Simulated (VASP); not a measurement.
# AsRu3 (Pmmn) in VASP: single point with PBE

Aim: the single point of AsRu3 with PBE.

All numbers are computed with VASP 6.6.1; they aren't measurements. Logs are shortened: lines on timing, memory, paths and dates and some standing lists are left out, and cuts for length are marked.

**1. The cell of the first run**

It takes space group Pmmn (No. 59, orthorhombic). Conventional cell: a = 4.424 Å, b = 5.503 Å, c = 4.655 Å, α = 90.00°, β = 90.00°, γ = 90.00°. As (site symmetry mm2) has 12 Ru at 2.69 to 2.75 Å within 3.5 Å. Within 3.5 Å of Ru (site symmetry m) lie 4 As at 2.69 to 2.72 Å and 8 Ru at 2.69 to 2.75 Å. Within 3.5 Å of Ru (site symmetry mm2) lie 8 Ru at 2.69 to 2.72 Å and 4 As at 2.72 to 2.75 Å.

**2. Single point, PBE**

The input, INCAR:

```
SYSTEM = AsRu3
  PREC = Accurate
  ENCUT = 500
  EDIFF = 1E-6
  ISMEAR = 0
  SIGMA = 0.1
  LREAL = .False.
  LASPH = .True.
  NELM = 120
  ALGO = Normal
  ISIF = 2
  LWAVE = .False.
  LCHARG = .False.
  GGA = PE
  NBANDS = 57
  GGA_COMPAT = .False.
```

The input, KPOINTS:

```
Automatic mesh
0
Gamma
  4 4 4
  0 0 0
```

The input, POSCAR:

```
AsRu3
1.0
    4.4240324725      0.0000000000      0.0000000000
    0.0000000000      5.5030396950      0.0000000000
    0.0000000000      0.0000000000      4.6554687214
As Ru
2 6
Direct
    0.0000000000      0.0000000000      0.6700000000
    0.5000000000      0.5000000000      0.3300000000
    0.0000000000      0.2500000000      0.1670000000
    0.0000000000      0.7500000000      0.1670000000
    0.5000000000      0.7500000000      0.8330000000
    0.5000000000      0.2500000000      0.8330000000
    0.5000000000      0.0000000000      0.3300000000
    0.0000000000      0.5000000000      0.6700000000
```

Potentials or basis: VASP PAW PBE potentials, release 64 (As, Ru_pv).

Launch:

```console
cat potpaw_PBE.64/As/POTCAR potpaw_PBE.64/Ru_pv/POTCAR > POTCAR
mpirun -np 1 vasp_std > vasp.out
```

OUTCAR:

```text
SYSTEM = AsRu3
   PREC = Accurate
   ENCUT = 500
   EDIFF = 1E-6
   ISMEAR = 0
   LREAL = .False.
   LASPH = .True.
   NELM = 120
   ISIF = 2
   GGA = PE

 ion  position               nearest neighbor table
   1  0.000  0.000  0.670-   3 2.69   4 2.69   5 2.71   6 2.71   5 2.71   6 2.71   3 2.72   4 2.72
                             7 2.72   7 2.72   8 2.75   8 2.75
   2  0.500  0.500  0.330-   5 2.69   6 2.69   3 2.71   4 2.71   3 2.71   4 2.71   5 2.72   6 2.72
                             8 2.72   8 2.72   7 2.75   7 2.75
   3  0.000  0.250  0.167-   1 2.69   8 2.69   6 2.70   6 2.70   2 2.71   2 2.71   7 2.71   7 2.71
                             1 2.72   8 2.72   4 2.75   4 2.75
   4  0.000  0.750  0.167-   1 2.69   8 2.69   5 2.70   5 2.70   2 2.71   2 2.71   7 2.71   7 2.71
                             1 2.72   8 2.72   3 2.75   3 2.75
   5  0.500  0.750  0.833-   2 2.69   7 2.69   4 2.70   4 2.70   8 2.71   1 2.71   1 2.71   8 2.71
                             7 2.72   2 2.72   6 2.75   6 2.75
   6  0.500  0.250  0.833-   2 2.69   7 2.69   3 2.70   3 2.70   8 2.71   1 2.71   1 2.71   8 2.71
                             7 2.72   2 2.72   5 2.75   5 2.75
   7  0.500  0.000  0.330-   5 2.69   6 2.69   3 2.71   4 2.71   3 2.71   4 2.71   5 2.72   6 2.72
                             1 2.72   1 2.72   2 2.75   2 2.75
   8  0.000  0.500  0.670-   3 2.69   4 2.69   5 2.71   6 2.71   5 2.71   6 2.71   3 2.72   4 2.72
                             2 2.72   2 2.72   1 2.75   1 2.75

  LATTYP: Found a simple orthorhombic cell.
 ALAT       =     4.4240324725
 B/A-ratio  =     1.0523134155
 C/A-ratio  =     1.2438967682

  Lattice vectors:

 A1 = (  -4.4240324725,   0.0000000000,   0.0000000000)
 A2 = (   0.0000000000,   0.0000000000,   4.6554687214)
 A3 = (   0.0000000000,   5.5030396950,   0.0000000000)

Analysis of symmetry for initial positions (statically):
=====================================================================
 Subroutine PRICEL returns:
 Original cell was already a primitive cell.

 Routine SETGRP: Setting up the symmetry group for a
 simple orthorhombic supercell.

 Subroutine GETGRP returns: Found  8 space group operations
 (whereof  4 operations were pure point group operations)
 out of a pool of  8 trial point group operations.

The static configuration has the point symmetry C_2v.
 The point group associated with its full space group is D_2h.

Analysis of symmetry for dynamics (positions and initial velocities):
=====================================================================
 Subroutine PRICEL returns:
 Original cell was already a primitive cell.

 Routine SETGRP: Setting up the symmetry group for a
 simple orthorhombic supercell.

 Subroutine GETGRP returns: Found  8 space group operations
 (whereof  4 operations were pure point group operations)
 out of a pool of  8 trial point group operations.

The dynamic configuration has the point symmetry C_2v.
 The point group associated with its full space group is D_2h.

 Subroutine INISYM returns: Found  8 space group operations
 (whereof  4 operations are pure point group operations),
 and found     1 'primitive' translations

----------------------------------------------------------------------------------------

                                     Primitive cell

  volume of cell :     113.3403

  direct lattice vectors                    reciprocal lattice vectors
     4.424032473  0.000000000  0.000000000     0.226038124  0.000000000  0.000000000
     0.000000000  5.503039695  0.000000000     0.000000000  0.181717752  0.000000000
     0.000000000  0.000000000  4.655468721     0.000000000  0.000000000  0.214801142

  length of vectors
     4.424032473  5.503039695  4.655468721     0.226038124  0.181717752  0.214801142

  position of ions in fractional coordinates (direct lattice)
     0.000000000  0.000000000  0.670000000
     0.500000000  0.500000000  0.330000000
     0.000000000  0.250000000  0.167000000
     0.000000000  0.750000000  0.167000000
     0.500000000  0.750000000  0.833000000
     0.500000000  0.250000000  0.833000000
     0.500000000  0.000000000  0.330000000
     0.000000000  0.500000000  0.670000000

  ion indices of the primitive-cell ions
   primitive index   ion index
                 1           1
                 2           2
                 3           3
                 4           4
                 5           5
                 6           6
                 7           7
                 8           8

----------------------------------------------------------------------------------------

 KPOINTS: Automatic mesh

Automatic generation of k-mesh.
 Grid dimensions read from file:
 generate k-points for:    4    4    4

 Generating k-lattice:

  Cartesian coordinates                     Fractional coordinates (reciprocal lattice)
     0.056509531  0.000000000  0.000000000     0.250000000  0.000000000  0.000000000
     0.000000000  0.045429438  0.000000000     0.000000000  0.250000000  0.000000000
     0.000000000  0.000000000  0.053700286     0.000000000  0.000000000  0.250000000

  Length of vectors
     0.056509531  0.045429438  0.053700286

  Shift w.r.t. Gamma in fractional coordinates (k-lattice)
     0.000000000  0.000000000  0.000000000

 Subroutine IBZKPT returns following result:
 ===========================================

 Found     27 irreducible k-points:

 Following reciprocal coordinates:
            Coordinates               Weight
  0.000000  0.000000  0.000000      1.000000
  0.250000  0.000000  0.000000      2.000000
  0.500000  0.000000  0.000000      1.000000
  0.000000  0.250000  0.000000      2.000000
  0.250000  0.250000  0.000000      4.000000
  0.500000  0.250000  0.000000      2.000000
[... 16 lines left out ...]
  0.250000  0.250000  0.500000      4.000000
  0.500000  0.250000  0.500000      2.000000
 [... further k-points ...]
   k-points           NKPTS =     27   k-points in BZ     NKDIM =     27   number of bands    NBANDS=     57
   number of dos      NEDOS =    301   number of ions     NIONS =      8
   total plane-waves  NPLWV =  46080
   dimension x,y,z NGX =    32 NGY =   40 NGZ =   36
   dimension x,y,z NGXF=    64 NGYF=   80 NGZF=   72
   ions per type =               2   6
   NGX,Y,Z   is equivalent  to a cutoff of  12.02, 12.08, 12.86 a.u.
   NGXF,Y,Z  is equivalent  to a cutoff of  24.05, 24.17, 25.71 a.u.
 SYSTEM =  AsRu3
   PREC   = accura    normal or accurate (medium, high low for compatibility)
   ISTART =      0    job   : 0-new  1-cont  2-samecut
   ICHARG =      2    charge: 1-file 2-atom 10-const
   ISPIN  =      1    spin polarized calculation?
   LNONCOLLINEAR =      F non collinear calculations
   LSORBIT =      F    spin-orbit coupling
   LASPH  =      T    aspherical Exc in radial PAW
   ENCUT  =  500.0 eV  36.75 Ry    6.06 a.u.   8.07 10.03  8.49*2*pi/ulx,y,z
   NELM   =    120;   NELMIN=  2; NELMDL= -5     # of ELM steps
   EDIFF  = 0.1E-05   stopping-criterion for ELM
   LREAL  =      F    real-space projection
   EDIFFG = 0.1E-04   stopping-criterion for IOM
   NSW    =      0    number of steps for IOM
   IBRION =     -1    ionic relax: 0-MD 1-quasi-New 2-CG
   NFREE  =      0    steps in history (QN), initial steepest desc. (CG)
   ISIF   =      2    stress and relaxation
   ISYM   =      2    0-nonsym 1-usesym 2-fastsym
   POTIM  = 0.5000    time-step for ionic-motion
   TEBEG  =    0.0;   TEEND  =   0.0 temperature during run
   PSTRESS=    0.0 pullay stress
   NELECT =      94.0000    total number of electrons
   NUPDOWN=      -1.0000    fix difference up-down
   EMIN   =  10.00;   EMAX   =-10.00  energy-range for DOS
   EFERMI =   0.00;   METHOD = LEGACY
   ISMEAR =     0;   SIGMA  =   0.10  broadening in eV -4-tet -1-fermi 0-gaus
   EFERMI_NEDOS =   21; number of points for ismear=-14 and -15
   IALGO  =     38    algorithm
   IMIX   =      4    mixing-type and parameters
     AMIX     =   0.40;   BMIX     =  1.00
     AMIX_MAG =   1.60;   BMIX_MAG =  1.00
  volume/ion in A,a.u.               =      14.17        95.61
  Fermi-wavevector in a.u.,A,eV,Ry     =   1.538117  2.906619 32.188710  2.365803
  Thomas-Fermi vector in A             =   2.644530
   LORBIT       =      0    0 simple, 1 ext, 2 COOP (PROOUT), +10 PAW based schemes
   GGA     = PE    functional components
   LHFCALC =     F    Hartree Fock is set to
   AEXX    =    0.0000 exact exchange contribution
   IVDW    =     0    specifies the selected vdW correction
   LEPSILON=     F    determine dielectric tensor
   LRPA    =     F    only Hartree local field effects (RPA)
 non-spin polarized calculation
 Gauss-broadening in eV      SIGMA  =   0.10
  energy-cutoff  :      500.00
  volume of cell :      113.34
 maximum number of plane-waves:      2900
   NGX = 17   NGY = 21   NGZ = 17

 number of electron      93.9999999 magnetization

 Free energy of the ion-electron system (eV)
  ---------------------------------------------------
  ext. energy  EPLUGINS =         0.00000000
  ---------------------------------------------------
  free energy    TOTEN  =       -63.15040365 eV

  energy without entropy =      -63.10156253  energy(sigma->0) =      -63.12598309

 E-fermi :  11.7939     XC(G=0): -13.3883

 val. band max:       11.7816285776   @ k =   0.2500   0.0000   0.2500
 cond. band min:      11.7998225310   @ k =   0.0000   0.2500   0.0000
 fundamental gap:      0.0181939535
 Fermi energy:        11.7938710760

 k-point     1 :       0.0000    0.0000    0.0000
  band No.  band energies     occupation
      1     -31.3718      2.00000
      2     -31.2870      2.00000
      3     -31.2661      2.00000
      4     -31.1572      2.00000
      5     -31.1517      2.00000
      6     -31.1466      2.00000
[... 49 lines left out ...]
     56      14.1196      0.00000
     57      14.2087      0.00000

 k-point     2 :       0.2500    0.0000    0.0000
  band No.  band energies     occupation
      1     -31.3308      2.00000
      2     -31.3283      2.00000
      3     -31.2950      2.00000
      4     -31.2147      2.00000
      5     -31.2142      2.00000
      6     -31.1097      2.00000
[... 49 lines left out ...]
     56      14.0521      0.00000
     57      14.8244      0.00000
[... 1258 lines left out ...]
     56      13.7815      0.00000
     57      15.3080      0.00000

 k-point    24 :       0.5000    0.2500    0.5000
  band No.  band energies     occupation
      1     -31.3239      2.00000
      2     -31.3239      2.00000
      3     -31.2808      2.00000
      4     -31.2808      2.00000
      5     -31.1382      2.00000
      6     -31.1382      2.00000
[... 49 lines left out ...]
     56      13.1133      0.00000
     57      15.5720      0.00000

 [... further k-points ...]
[... 5 lines left out ...]
  --------------------------------------------------------------------------------------
  -------------------------------------------------------------------------------------
  Total       -3.4899084      0.0736972     -0.5155627      0.0000000      0.0000000      0.0000000
  in kB      -49.3333096      1.0417829     -7.2879885      0.0000000      0.0000000      0.0000000
  external PRESSURE =     -18.5265050 kB  Pullay stress =       0.0000000 kB

 VOLUME and BASIS-vectors are now :
 -----------------------------------------------------------------------------
  energy-cutoff  :      500.00
  volume of cell :      113.34
      direct lattice vectors                 reciprocal lattice vectors
     4.424032473  0.000000000  0.000000000     0.226038124  0.000000000  0.000000000
     0.000000000  5.503039695  0.000000000     0.000000000  0.181717752  0.000000000
     0.000000000  0.000000000  4.655468721     0.000000000  0.000000000  0.214801142

 POSITION                                       TOTAL-FORCE (eV/Angst)
 -----------------------------------------------------------------------------------
      0.00000      0.00000      3.11916         0.000000      0.000000     -0.122019
      2.21202      2.75152      1.53630         0.000000      0.000000      0.122019
      0.00000      1.37576      0.77746         0.000000      0.268926     -0.196015
      0.00000      4.12728      0.77746         0.000000     -0.268926     -0.196015
      2.21202      4.12728      3.87801        -0.000000      0.268926      0.196015
      2.21202      1.37576      3.87801        -0.000000     -0.268926      0.196015
      2.21202      0.00000      1.53630         0.000000      0.000000      0.093853
      0.00000      2.75152      3.11916         0.000000      0.000000     -0.093853
 -----------------------------------------------------------------------------------
    total drift:                                0.000000     -0.000000      0.000000

  FREE ENERGIE OF THE ION-ELECTRON SYSTEM (eV)
  ---------------------------------------------------
  free  energy   TOTEN  =       -63.1504036490 eV

  energy  without entropy=      -63.1015625317  energy(sigma->0) =      -63.12598309
```

It took 2.5 min on 1 thread of Intel Xeon 6975P-C, shared host; peak memory 0.27 GiB.

Results:

```yaml
Free_energy: -63.1504 eV
Pressure: -1.9 GPa
Largest_force: 0.333 eV/Å
Band_gap_on_the_k_mesh: zero (band 47 reaches 12.18 eV, above the bottom of band 48 at 11.49 eV)
```

Forces in eV/Å, atoms in the order of the input:
```
As   0.000  0.000 -0.122
As   0.000  0.000  0.122
Ru   0.000  0.269 -0.196
Ru   0.000 -0.269 -0.196
Ru   0.000  0.269  0.196
Ru   0.000 -0.269  0.196
Ru   0.000  0.000  0.094
Ru   0.000  0.000 -0.094
```

Levels at points of the mesh, in eV from the Fermi level:
| k point | band 45 | band 46 | band 47 | band 48 | band 49 | band 50 |
| --- | --- | --- | --- | --- | --- | --- |
| (0.00, 0.00, 0.00) | -0.16 | -0.08 | -0.06 | 0.22 | 0.42 | 0.46 |
| (0.50, 0.00, 0.00) | -0.45 | -0.45 | 0.08 | 0.08 | 0.11 | 0.11 |
| (0.00, 0.50, 0.00) | -0.25 | -0.25 | -0.05 | -0.05 | 0.16 | 0.16 |
| (0.50, 0.50, 0.00) | -0.68 | -0.68 | -0.23 | -0.23 | 0.54 | 0.54 |
| (0.00, 0.00, 0.50) | -0.72 | -0.53 | 0.35 | 0.57 | 0.96 | 1.22 |
| (0.50, 0.00, 0.50) | -0.66 | -0.66 | -0.15 | -0.15 | -0.04 | -0.04 |
| (0.00, 0.50, 0.50) | -0.54 | -0.54 | -0.03 | -0.03 | 0.49 | 0.49 |
| (0.50, 0.50, 0.50) | -1.06 | -1.06 | 0.16 | 0.16 | 0.41 | 0.41 |
